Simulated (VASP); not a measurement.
Runs of VASP 6.6.1 on ZrB. The structure is that of space group Fm-3m (No. 225), or close to it. The cells are those of the table. 

```tsv
cell	gap on the mesh (eV)	pressure (GPa)
a = 3.542 Å, angles 60.0°, 2 atoms	none	(b)
a = 3.403 Å, angles 60.0°, 2 atoms	none	6.4
a = 3.497 Å, angles 60.0°, 2 atoms	none	-6.9
a = 3.519 Å, angles 60.0°, 2 atoms	none	-9.5
a = 3.450 Å, angles 60.0°, 2 atoms	none	-0.9
a = 3.474 Å, angles 60.0°, 2 atoms	none	(a)
a = 3.427 Å, angles 60.0°, 2 atoms	none	2.5
```

Alike in all rows: task single point; level PBE+D4; potentials or basis VASP PAW PBE potentials, release 64 (Zr_sv, B); no spin polarisation; k mesh 10 × 10 × 10; cutoff (eV) 520; smearing methfessel-paxton 0.1 eV.

Fill in the values left out.

(a) -4.1; (b) -11.8.

Caveats: pairwise dispersion overbinds metals, which lowers pressure and volume.

A k mesh can miss the band edges, and the runs leave out spin-orbit coupling on Zr.

A gap of «none» marks levels without a gap at the run's occupations.
